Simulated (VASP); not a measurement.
# Se in VASP: a series of runs

The runs below take Se through single point, with PBE.

All numbers are computed with VASP 6.6.1; they aren't measurements. Logs are shortened: lines on timing, memory, paths and dates and some standing lists are left out, and cuts for length are marked.

## (1) The cell of the first run

The typed cell holds 1 atom: a = 2.537 Å, b = 2.537 Å, c = 2.537 Å, α = 90.00°, β = 90.00°, γ = 90.00°.

## (2) Single point, PBE (volume scaled by 0.720)

INCAR

```
SYSTEM = Se
PREC = Accurate ; ENCUT = 520
EDIFF = 1E-7 ; ISMEAR = 0
SIGMA = 0.05 ; LREAL = .False.
LASPH = .True. ; NELM = 80
ALGO = Normal ; ISIF = 2
LWAVE = .False. ; LCHARG = .False.
GGA = PE ; NBANDS = 9
```

KPOINTS

```
Automatic mesh
0
Gamma
  18 18 18
  0 0 0
```

POSCAR

```
Se
1.0
    1.7940005687      1.0357667113      1.4646769972
   -1.7940005687      1.0357667113      1.4646769972
    0.0000000000     -2.0715334225      1.4646769973
Se
1
Direct
    0.0000000000      0.0000000000      0.0000000000
```

Potentials or basis: VASP PAW PBE potentials, release 64 (Se).

Run with:

```sh
$ cat potpaw_PBE.64/Se/POTCAR > POTCAR
$ mpirun -np 1 vasp_std > vasp.out
```

OUTCAR:

```text
SYSTEM = Se
   PREC = Accurate
   ENCUT = 520
   EDIFF = 1E-7
   ISMEAR = 0
   LREAL = .False.
   LASPH = .True.
   NELM = 80
   ISIF = 2
   GGA = PE

 ion  position               nearest neighbor table
   1  0.000  0.000  0.000-

  LATTYP: Found a trigonal (rhomboedric) cell.
 ALAT       =     2.5370316172
 COS(alpha) =    -0.0000538573

  Lattice vectors:

 A1 = (   1.7940005687,   1.0357667113,   1.4646769972)
 A2 = (  -1.7940005687,   1.0357667113,   1.4646769972)
 A3 = (   0.0000000000,  -2.0715334225,   1.4646769973)

Analysis of symmetry for initial positions (statically):
=====================================================================
 Subroutine PRICEL returns:
 Original cell was already a primitive cell.

 Routine SETGRP: Setting up the symmetry group for a
 trigonal (rhombohedral) supercell.

 Subroutine GETGRP returns: Found 12 space group operations
 (whereof 12 operations were pure point group operations)
 out of a pool of 12 trial point group operations.

The static configuration has the point symmetry D_3d.

Analysis of symmetry for dynamics (positions and initial velocities):
=====================================================================
 Subroutine PRICEL returns:
 Original cell was already a primitive cell.

 Routine SETGRP: Setting up the symmetry group for a
 trigonal (rhombohedral) supercell.

 Subroutine GETGRP returns: Found 12 space group operations
 (whereof 12 operations were pure point group operations)
 out of a pool of 12 trial point group operations.

The dynamic configuration has the point symmetry D_3d.

 Subroutine INISYM returns: Found 12 space group operations
 (whereof 12 operations are pure point group operations),
 and found     1 'primitive' translations

----------------------------------------------------------------------------------------

                                     Primitive cell

  volume of cell :      16.3297

  direct lattice vectors                    reciprocal lattice vectors
     1.794000569  1.035766711  1.464676997     0.278706712  0.160911395  0.227581463
    -1.794000569  1.035766711  1.464676997    -0.278706712  0.160911395  0.227581463
     0.000000000 -2.071533422  1.464676997     0.000000000 -0.321822790  0.227581463

  length of vectors
     2.537031617  2.537031617  2.537031617     0.394161427  0.394161427  0.394161427

  position of ions in fractional coordinates (direct lattice)
     0.000000000  0.000000000  0.000000000

  ion indices of the primitive-cell ions
[... 73 lines left out ...]
   NELM   =     80;   NELMIN=  2; NELMDL= -5     # of ELM steps
   EDIFF  = 0.1E-06   stopping-criterion for ELM
   LREAL  =      F    real-space projection
   EDIFFG = 0.1E-05   stopping-criterion for IOM
   NSW    =      0    number of steps for IOM
   IBRION =     -1    ionic relax: 0-MD 1-quasi-New 2-CG
   NFREE  =      0    steps in history (QN), initial steepest desc. (CG)
   ISIF   =      2    stress and relaxation
   ISYM   =      2    0-nonsym 1-usesym 2-fastsym
   POTIM  = 0.5000    time-step for ionic-motion
   TEBEG  =    0.0;   TEEND  =   0.0 temperature during run
   PSTRESS=    0.0 pullay stress
   NELECT =       6.0000    total number of electrons
   NUPDOWN=      -1.0000    fix difference up-down
   EMIN   =  10.00;   EMAX   =-10.00  energy-range for DOS
   EFERMI =   0.00;   METHOD = LEGACY
   ISMEAR =     0;   SIGMA  =   0.05  broadening in eV -4-tet -1-fermi 0-gaus
   EFERMI_NEDOS =   21; number of points for ismear=-14 and -15
   IALGO  =     38    algorithm
   IMIX   =      4    mixing-type and parameters
     AMIX     =   0.40;   BMIX     =  1.00
     AMIX_MAG =   1.60;   BMIX_MAG =  1.00
  volume/ion in A,a.u.               =      16.33       110.20
  Fermi-wavevector in a.u.,A,eV,Ry     =   1.172554  2.215805 18.706404  1.374882
  Thomas-Fermi vector in A             =   2.308980
   LORBIT       =      0    0 simple, 1 ext, 2 COOP (PROOUT), +10 PAW based schemes
   GGA     = PE    functional components
   LHFCALC =     F    Hartree Fock is set to
   AEXX    =    0.0000 exact exchange contribution
   IVDW    =     0    specifies the selected vdW correction
   LEPSILON=     F    determine dielectric tensor
   LRPA    =     F    only Hartree local field effects (RPA)
 non-spin polarized calculation
 Gauss-broadening in eV      SIGMA  =   0.05
  energy-cutoff  :      520.00
  volume of cell :       16.33
 maximum number of plane-waves:       466
   NGX =  9   NGY =  9   NGZ =  9

 number of electron       5.9999999 magnetization

 Free energy of the ion-electron system (eV)
  ---------------------------------------------------
  ext. energy  EPLUGINS =         0.00000000
  ---------------------------------------------------
  free energy    TOTEN  =        -2.61146221 eV

  energy without entropy =       -2.61138253  energy(sigma->0) =       -2.61142237

 E-fermi :   9.3194     XC(G=0): -11.4298

 val. band max:        9.2325100579   @ k =  -0.3333  -0.3889   0.2222
 cond. band min:       9.3695663036   @ k =   0.5000   0.2778   0.2222
 fundamental gap:      0.1370562457
 Fermi energy:         9.3194274038

 k-point     1 :       0.0000    0.0000    0.0000
  band No.  band energies     occupation
      1     -10.3176      2.00000
      2      11.1685      0.00000
      3      11.1690      0.00000
      4      11.1690      0.00000
      5      16.3250      0.00000
      6      16.3250      0.00000
      7      19.1515      0.00000
      8      35.0636      0.00000
      9      35.0640      0.00000
[... 265 lines left out ...]
 k-point    24 :      -0.2222    0.0556   -0.0000
  band No.  band energies     occupation
      1      -9.2575      2.00000
      2       4.8662      2.00000
      3      11.1787      0.00000
      4      12.0514      0.00000
      5      17.6882      0.00000
      6      19.6394      0.00000
      7      24.9641      0.00000
      8      27.5498      0.00000
      9      28.4381      0.00000

 [... further k-points ...]
[... 5 lines left out ...]
  --------------------------------------------------------------------------------------
  -------------------------------------------------------------------------------------
  Total        4.9286324      4.9286324      4.9287961      0.0000000     -0.0000000      0.0000000
  in kB      483.5700242    483.5700242    483.5860857      0.0000000     -0.0000000      0.0000000
  external PRESSURE =     483.5753780 kB  Pullay stress =       0.0000000 kB

 VOLUME and BASIS-vectors are now :
 -----------------------------------------------------------------------------
  energy-cutoff  :      520.00
  volume of cell :       16.33
      direct lattice vectors                 reciprocal lattice vectors
     1.794000569  1.035766711  1.464676997     0.278706712  0.160911395  0.227581463
    -1.794000569  1.035766711  1.464676997    -0.278706712  0.160911395  0.227581463
     0.000000000 -2.071533422  1.464676997     0.000000000 -0.321822790  0.227581463

 POSITION                                       TOTAL-FORCE (eV/Angst)
 -----------------------------------------------------------------------------------
      0.00000      0.00000      0.00000        -0.000000      0.000000      0.000000
 -----------------------------------------------------------------------------------
    total drift:                               -0.000000     -0.000000     -0.000000

  FREE ENERGIE OF THE ION-ELECTRON SYSTEM (eV)
  ---------------------------------------------------
  free  energy   TOTEN  =        -2.6114622148 eV

  energy  without entropy=       -2.6113825274  energy(sigma->0) =       -2.61142237
```

Wall time 59 s (1 thread of AMD EPYC 7R43 (Zen 3), shared host); peak memory 0.16 GiB.

Results:

```
Free energy            : -2.6115 eV
Pressure               : 48.4 GPa
Band gap on the k mesh : zero (band 3 reaches 13.64 eV, above the bottom of band 4 at 4.46 eV)
```

## (3) Single point, PBE (volume scaled by 1.040)

INCAR

```
PREC = Accurate
ENCUT = 520
EDIFF = 1E-6
ISMEAR = 0
SIGMA = 0.05
LREAL = False
LASPH = True
NELM = 60
ALGO = Normal
ISIF = 2
LWAVE = False
LCHARG = False
GGA = PE
NBANDS = 9
```

KPOINTS

```
Automatic mesh
0
Gamma
  16 16 16
```

POSCAR

```
Se
1.0
    2.0279450858      1.1708346412      1.6556764645
   -2.0279450858      1.1708346412      1.6556764645
    0.0000000000     -2.3416692824      1.6556764645
Se
1
Direct
    0.0000000000      0.0000000000      0.0000000000
```

Potentials or basis: VASP PAW PBE potentials, release 64 (Se).

Run with:

```sh
$ cat potpaw_PBE.64/Se/POTCAR > POTCAR
$ mpirun -np 1 vasp_std > vasp.out
```

OUTCAR:

```text
PREC = Accurate
   ENCUT = 520
   EDIFF = 1E-6
   ISMEAR = 0
   LREAL = False
   LASPH = True
   NELM = 60
   ISIF = 2
   GGA = PE

 ion  position               nearest neighbor table
   1  0.000  0.000  0.000-

  LATTYP: Found a trigonal (rhomboedric) cell.
 ALAT       =     2.8678702173
 COS(alpha) =    -0.0000538573

  Lattice vectors:

 A1 = (   2.0279450858,   1.1708346412,   1.6556764645)
 A2 = (  -2.0279450858,   1.1708346412,   1.6556764645)
 A3 = (   0.0000000000,  -2.3416692824,   1.6556764645)

[... 457 lines left out ...]
  band No.  band energies     occupation
      1     -11.3739      2.00000
      2       4.9804      0.00000
      3       4.9809      0.00000
      4       5.5974      0.00000
      5      12.0666      0.00000
      6      12.6458      0.00000
      7      12.8005      0.00000
      8      23.8751      0.00000
      9      24.6189      0.00000

 [... further k-points ...]
[... 5 lines left out ...]
  --------------------------------------------------------------------------------------
  -------------------------------------------------------------------------------------
  Total       -0.3720905     -0.3720905     -0.3716605     -0.0000000      0.0000000      0.0000000
  in kB      -25.2743890    -25.2743890    -25.2451812     -0.0000000      0.0000000      0.0000000
  external PRESSURE =     -25.2646531 kB  Pullay stress =       0.0000000 kB

 VOLUME and BASIS-vectors are now :
 -----------------------------------------------------------------------------
  energy-cutoff  :      520.00
  volume of cell :       23.59
      direct lattice vectors                 reciprocal lattice vectors
     2.027945086  1.170834641  1.655676464     0.246555000  0.142348595  0.201327578
    -2.027945086  1.170834641  1.655676464    -0.246555000  0.142348595  0.201327578
     0.000000000 -2.341669282  1.655676464     0.000000000 -0.284697191  0.201327578

 POSITION                                       TOTAL-FORCE (eV/Angst)
 -----------------------------------------------------------------------------------
      0.00000      0.00000      0.00000         0.000000      0.000000     -0.000000
 -----------------------------------------------------------------------------------
    total drift:                               -0.000000      0.000000     -0.000000

  FREE ENERGIE OF THE ION-ELECTRON SYSTEM (eV)
  ---------------------------------------------------
  free  energy   TOTEN  =        -3.3210653774 eV

  energy  without entropy=       -3.3205542513  energy(sigma->0) =       -3.32080981
```

It took 72 s on 1 thread of AMD EPYC 7R43 (Zen 3), shared host; peak memory 0.17 GiB.

Results:

```
Free energy            : -3.3211 eV
Pressure               : -2.5 GPa
Band gap on the k mesh : zero (band 3 reaches 6.82 eV, above the bottom of band 4 at 1.04 eV)
```
